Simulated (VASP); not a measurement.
# HfN in VASP: notebook

The runs below take HfN through single point, with PBE.

Everything below comes from runs of VASP 6.6.1. Logs are shortened: lines on timing, memory, paths and dates and some standing lists are left out, and cuts for length are marked.

## Step 1: The cell of the first run

It takes space group I4/mmm (No. 139, tetragonal). Conventional cell: a = 3.163 Å, b = 3.163 Å, c = 4.608 Å, α = 90.00°, β = 90.00°, γ = 90.00°. Hf (site symmetry 4/mmm) has 6 N at 2.24 to 2.30 Å within 3.0 Å. N (site symmetry 4/mmm) has 6 Hf at 2.24 to 2.30 Å within 3.0 Å.

## Step 2: Single point, PBE (z stretched by +2 % at fixed volume)

INCAR

```
PREC = Accurate ; ENCUT = 600
EDIFF = 1E-6 ; ISMEAR = -1
SIGMA = 0.01 ; LREAL = False
LASPH = True ; NELM = 120
ALGO = Normal ; ISIF = 2
LWAVE = False ; LCHARG = False
GGA = PE ; NBANDS = 14
GGA_COMPAT = False
```

KPOINTS

```
Automatic mesh
0
Gamma
  10 10 10
```

POSCAR

```
HfN
1.0
    0.0000000000      2.2367432996      2.3041800000
    2.2367432996      0.0000000000      2.3041800000
    2.2367432996      2.2367432996      0.0000000000
Hf N
1 1
Direct
    0.0000000000      0.0000000000      0.0000000000
    0.5000000000      0.5000000000      0.5000000000
```

Potentials or basis: VASP PAW PBE potentials, release 64 (Hf_pv, N).

Started as:

```
$ cat potpaw_PBE.64/Hf_pv/POTCAR potpaw_PBE.64/N/POTCAR > POTCAR
$ mpirun -np 1 vasp_std > vasp.out
```

OUTCAR:

```text
PREC = Accurate
   ENCUT = 600
   EDIFF = 1E-6
   ISMEAR = -1
   LREAL = False
   LASPH = True
   NELM = 120
   ISIF = 2
   GGA = PE

 ion  position               nearest neighbor table
   1  0.000  0.000  0.000-   2 2.24   2 2.24   2 2.24   2 2.24   2 2.30   2 2.30
   2  0.500  0.500  0.500-   1 2.24   1 2.24   1 2.24   1 2.24   1 2.30   1 2.30

  LATTYP: Found a body centered tetragonal cell.
 ALAT       =     3.1632327098
 C/A-ratio  =     1.4568513994

  Lattice vectors:

 A1 = (  -2.2367432996,   0.0000000000,   2.3041800000)
 A2 = (   2.2367432996,   0.0000000000,   2.3041800000)
 A3 = (   0.0000000000,   2.2367432996,  -2.3041800000)

Analysis of symmetry for initial positions (statically):
=====================================================================
 Subroutine PRICEL returns:
 Original cell was already a primitive cell.

 Routine SETGRP: Setting up the symmetry group for a
 body centered tetragonal supercell.

 Subroutine GETGRP returns: Found 16 space group operations
 (whereof 16 operations were pure point group operations)
 out of a pool of 16 trial point group operations.

The static configuration has the point symmetry D_4h.

Analysis of symmetry for dynamics (positions and initial velocities):
=====================================================================
 Subroutine PRICEL returns:
 Original cell was already a primitive cell.

 Routine SETGRP: Setting up the symmetry group for a
 body centered tetragonal supercell.

 Subroutine GETGRP returns: Found 16 space group operations
 (whereof 16 operations were pure point group operations)
 out of a pool of 16 trial point group operations.

The dynamic configuration has the point symmetry D_4h.

 Subroutine INISYM returns: Found 16 space group operations
 (whereof 16 operations are pure point group operations),
 and found     1 'primitive' translations

----------------------------------------------------------------------------------------

                                     Primitive cell

  volume of cell :      23.0557

  direct lattice vectors                    reciprocal lattice vectors
     0.000000000  2.236743300  2.304180000    -0.223539286  0.223539286  0.216996936
     2.236743300  0.000000000  2.304180000     0.223539286 -0.223539286  0.216996936
     2.236743300  2.236743300  0.000000000     0.223539286  0.223539286 -0.216996936

  length of vectors
     3.211271720  3.211271720  3.163232710     0.383441384  0.383441384  0.383441384

  position of ions in fractional coordinates (direct lattice)
     0.000000000  0.000000000  0.000000000
     0.500000000  0.500000000  0.500000000

  ion indices of the primitive-cell ions
   primitive index   ion index
                 1           1
                 2           2

----------------------------------------------------------------------------------------

 KPOINTS: Automatic mesh

Automatic generation of k-mesh.
 Grid dimensions read from file:
 generate k-points for:   10   10   10

 Generating k-lattice:

  Cartesian coordinates                     Fractional coordinates (reciprocal lattice)
    -0.022353929  0.022353929  0.021699694     0.100000000 -0.000000000  0.000000000
     0.022353929 -0.022353929  0.021699694    -0.000000000  0.100000000  0.000000000
     0.022353929  0.022353929 -0.021699694     0.000000000  0.000000000  0.100000000

  Length of vectors
     0.038344138  0.038344138  0.038344138

  Shift w.r.t. Gamma in fractional coordinates (k-lattice)
     0.000000000  0.000000000  0.000000000

 Subroutine IBZKPT returns following result:
 ===========================================

 Found    102 irreducible k-points:

 Following reciprocal coordinates:
            Coordinates               Weight
  0.000000  0.000000  0.000000      1.000000
  0.100000 -0.000000  0.000000      8.000000
  0.200000 -0.000000  0.000000      8.000000
  0.300000  0.000000  0.000000      8.000000
  0.400000  0.000000  0.000000      8.000000
  0.500000  0.000000  0.000000      4.000000
[... 16 lines left out ...]
  0.300000  0.300000  0.000000      2.000000
  0.400000  0.300000  0.000000      8.000000
 [... further k-points ...]
   k-points           NKPTS =    102   k-points in BZ     NKDIM =    102   number of bands    NBANDS=     14
   number of dos      NEDOS =    301   number of ions     NIONS =      2
   total plane-waves  NPLWV =  21952
   dimension x,y,z NGX =    28 NGY =   28 NGZ =   28
   dimension x,y,z NGXF=    56 NGYF=   56 NGZF=   56
   ions per type =               1   1
   NGX,Y,Z   is equivalent  to a cutoff of  14.50, 14.50, 14.72 a.u.
   NGXF,Y,Z  is equivalent  to a cutoff of  28.99, 28.99, 29.43 a.u.
 SYSTEM =  unknown system
   PREC   = accura    normal or accurate (medium, high low for compatibility)
   ISTART =      0    job   : 0-new  1-cont  2-samecut
   ICHARG =      2    charge: 1-file 2-atom 10-const
   ISPIN  =      1    spin polarized calculation?
   LNONCOLLINEAR =      F non collinear calculations
   LSORBIT =      F    spin-orbit coupling
   LASPH  =      T    aspherical Exc in radial PAW
   ENCUT  =  600.0 eV  44.10 Ry    6.64 a.u.   6.41  6.41  6.32*2*pi/ulx,y,z
   NELM   =    120;   NELMIN=  2; NELMDL= -5     # of ELM steps
   EDIFF  = 0.1E-05   stopping-criterion for ELM
   LREAL  =      F    real-space projection
   EDIFFG = 0.1E-04   stopping-criterion for IOM
   NSW    =      0    number of steps for IOM
   IBRION =     -1    ionic relax: 0-MD 1-quasi-New 2-CG
   NFREE  =      0    steps in history (QN), initial steepest desc. (CG)
   ISIF   =      2    stress and relaxation
   ISYM   =      2    0-nonsym 1-usesym 2-fastsym
   POTIM  = 0.5000    time-step for ionic-motion
   TEBEG  =    0.0;   TEEND  =   0.0 temperature during run
   PSTRESS=    0.0 pullay stress
   NELECT =      15.0000    total number of electrons
   NUPDOWN=      -1.0000    fix difference up-down
   EMIN   =  10.00;   EMAX   =-10.00  energy-range for DOS
   EFERMI =   0.00;   METHOD = LEGACY
   ISMEAR =    -1;   SIGMA  =   0.01  broadening in eV -4-tet -1-fermi 0-gaus
   EFERMI_NEDOS =   21; number of points for ismear=-14 and -15
   IALGO  =     38    algorithm
   IMIX   =      4    mixing-type and parameters
     AMIX     =   0.40;   BMIX     =  1.00
     AMIX_MAG =   1.60;   BMIX_MAG =  1.00
  volume/ion in A,a.u.               =      11.53        77.79
  Fermi-wavevector in a.u.,A,eV,Ry     =   1.418553  2.680677 27.378918  2.012294
  Thomas-Fermi vector in A             =   2.539667
   LORBIT       =      0    0 simple, 1 ext, 2 COOP (PROOUT), +10 PAW based schemes
   GGA     = PE    functional components
   LHFCALC =     F    Hartree Fock is set to
   AEXX    =    0.0000 exact exchange contribution
   IVDW    =     0    specifies the selected vdW correction
   LEPSILON=     F    determine dielectric tensor
   LRPA    =     F    only Hartree local field effects (RPA)
 non-spin polarized calculation
  energy-cutoff  :      600.00
  volume of cell :       23.06
 maximum number of plane-waves:       787
 NGX is ok and might be reduce to    28
   NGX = 13   NGY = 13   NGZ = 13

 number of electron      15.0000002 magnetization

 Free energy of the ion-electron system (eV)
  ---------------------------------------------------
  ext. energy  EPLUGINS =         0.00000000
  ---------------------------------------------------
  free energy    TOTEN  =       -21.73146561 eV

  energy without entropy =      -21.73119632  energy(sigma->0) =      -21.73133096

 E-fermi :   8.4606     XC(G=0): -12.7304

 val. band max:        8.4419685765   @ k =  -0.2000   0.5000   0.3000
 cond. band min:       8.4626624069   @ k =   0.1000  -0.0000   0.0000
 fundamental gap:      0.0206938304
 Fermi energy:         8.4606482680

 k-point     1 :       0.0000    0.0000    0.0000
  band No.  band energies     occupation
      1     -22.7823      2.00000
      2     -22.7453      2.00000
      3     -22.7453      2.00000
      4      -9.1333      2.00000
      5       5.2610      2.00000
      6       5.3983      2.00000
      7       5.3983      2.00000
      8       7.8234      2.00000
      9       8.1588      2.00000
     10       8.1588      2.00000
     11       9.6180      0.00000
     12      10.5792      0.00000
     13      10.7176      0.00000
     14      17.9612      0.00000

 k-point     2 :       0.1000   -0.0000    0.0000
  band No.  band energies     occupation
      1     -22.8605      2.00000
      2     -22.7781      2.00000
      3     -22.7516      2.00000
      4      -8.9050      2.00000
      5       4.4195      2.00000
      6       4.7745      2.00000
      7       4.8579      2.00000
      8       8.1591      2.00000
      9       8.3930      1.99770
     10       8.4627      0.89963
     11      10.3523      0.00000
     12      11.3307      0.00000
     13      11.4099      0.00000
     14      18.7269      0.00000

 k-point     3 :       0.2000   -0.0000    0.0000
  band No.  band energies     occupation
      1     -23.1113      2.00000
      2     -22.8078      2.00000
      3     -22.7681      2.00000
      4      -8.2913      2.00000
      5       2.7609      2.00000
      6       3.7813      2.00000
      7       3.8565      2.00000
      8       8.6432      0.00000
      9       9.1420      0.00000
     10       9.2372      0.00000
     11      11.9098      0.00000
     12      12.9337      0.00000
     13      13.0283      0.00000
     14      20.5410      0.00000
[... 324 lines left out ...]
 k-point    23 :       0.3000    0.3000    0.0000
  band No.  band energies     occupation
      1     -23.3311      2.00000
      2     -22.9300      2.00000
      3     -22.9300      2.00000
      4      -7.9569      2.00000
      5       1.5920      2.00000
      6       4.6472      2.00000
      7       4.6472      2.00000
      8       5.4733      2.00000
      9      11.7382      0.00000
     10      12.3296      0.00000
     11      12.3296      0.00000
     12      12.4312      0.00000
     13      16.7789      0.00000
     14      20.5912      0.00000

 k-point    24 :       0.4000    0.3000    0.0000
  band No.  band energies     occupation
      1     -23.4353      2.00000
      2     -22.9979      2.00000
      3     -22.9578      2.00000
      4      -7.8115      2.00000
      5       1.7507      2.00000
      6       3.8351      2.00000
      7       4.3507      2.00000
      8       5.9784      2.00000
      9      12.5522      0.00000
     10      12.9253      0.00000
     11      13.0264      0.00000
     12      13.3494      0.00000
     13      17.0588      0.00000
     14      19.4681      0.00000

 [... further k-points ...]

------------------------ aborting loop because EDIFF is reached ----------------------------------------

  FORCE on cell =-STRESS in cart. coord.  units (eV):
  Direction    XX          YY          ZZ          XY          YZ          ZX
  --------------------------------------------------------------------------------------
  -------------------------------------------------------------------------------------
  Total        1.1458813      1.1458813     -0.7896799      0.0000000      0.0000000      0.0000000
  in kB       79.6290477     79.6290477    -54.8760693      0.0000000      0.0000000      0.0000000
  external PRESSURE =      34.7940087 kB  Pullay stress =       0.0000000 kB

 VOLUME and BASIS-vectors are now :
 -----------------------------------------------------------------------------
  energy-cutoff  :      600.00
  volume of cell :       23.06
      direct lattice vectors                 reciprocal lattice vectors
     0.000000000  2.236743300  2.304180000    -0.223539286  0.223539286  0.216996936
     2.236743300  0.000000000  2.304180000     0.223539286 -0.223539286  0.216996936
     2.236743300  2.236743300  0.000000000     0.223539286  0.223539286 -0.216996936

 POSITION                                       TOTAL-FORCE (eV/Angst)
 -----------------------------------------------------------------------------------
      0.00000      0.00000      0.00000         0.000000      0.000000     -0.000000
      2.23674      2.23674      2.30418         0.000000      0.000000      0.000000
 -----------------------------------------------------------------------------------
    total drift:                                0.000000      0.000000      0.000000

  FREE ENERGIE OF THE ION-ELECTRON SYSTEM (eV)
  ---------------------------------------------------
  free  energy   TOTEN  =       -21.7314656051 eV

  energy  without entropy=      -21.7311963216  energy(sigma->0) =      -21.73133096
```

It took 97 s on 1 thread of AMD EPYC, shared host; peak memory 0.16 GiB.

Results:

```yaml
Free_energy: -21.7315 eV
Pressure: 3.5 GPa
Band_gap_on_the_k_mesh: zero (an odd number of electrons rules out a gap without spin polarisation)
```

Caveat: the stress differs along the axes, from -5 to 8 GPa; spin-orbit coupling is left out, which moves the levels of the heavy elements.

## Step 3: Single point, PBE (xy shear strain of -3 %)

INCAR

```
  ALGO = Normal
  EDIFF = 1E-6
  ENCUT = 600
  GGA = PE
  GGA_COMPAT = False
  ISIF = 2
  ISMEAR = -1
  LASPH = True
  LCHARG = False
  LREAL = False
  LWAVE = False
  NBANDS = 14
  NELM = 120
  PREC = Accurate
  SIGMA = 0.01
```

KPOINTS

```
k-points
0
Gamma
  10 10 10
```

POSCAR

```
HfN
1.0
   -0.0338850000      2.2590000000      2.2590000000
    2.2590000000     -0.0338850000      2.2590000000
    2.2251150000      2.2251150000      0.0000000000
Hf N
1 1
Direct
    0.0000000000      0.0000000000      0.0000000000
    0.5000000000      0.5000000000      0.5000000000
```

Potentials or basis: VASP PAW PBE potentials, release 64 (Hf_pv, N).

Started as:

```
$ cat potpaw_PBE.64/Hf_pv/POTCAR potpaw_PBE.64/N/POTCAR > POTCAR
$ mpirun -np 1 vasp_std > vasp.out
```

It took 2.4 min on 1 thread of AMD EPYC, shared host; peak memory 0.18 GiB.

The run converged. Its results:

```yaml
Free_energy: -21.7427 eV
Pressure: 3.0 GPa
Band_gap_on_the_k_mesh: zero (an odd number of electrons rules out a gap without spin polarisation)
```

Stress tensor (GPa, compression positive):
```
2.91 3.38 0.00
3.38 2.91 0.00
0.00 0.00 3.25
```

Levels at points of the mesh, in eV from the Fermi level:
```tsv
k point	band 5	band 6	band 7	band 8	band 9	band 10	band 11	band 12
(0.00, 0.00, 0.00)	-3.15	-3.07	-2.99	-0.62	-0.43	-0.15	1.78	1.94
(0.50, 0.00, 0.00)	-8.95	-6.25	-6.03	2.99	3.58	3.76	4.44	8.68
(0.50, 0.50, 0.00)	-5.46	-3.86	-3.85	-3.62	4.07	5.48	5.50	5.56
(0.00, 0.00, 0.50)	-8.91	-6.41	-6.21	3.18	3.58	4.04	4.35	8.83
(0.50, 0.00, 0.50)	-5.46	-3.85	-3.74	-3.74	4.03	5.35	5.48	5.66
```

Caveat: the cell differs from its parent crystal (xy shear strain of -3 %); the cell stands under pressure; spin-orbit coupling is left out, which moves the levels of the heavy elements.

The gap in the log of VASP goes by the Fermi energy; the results here count the filled bands.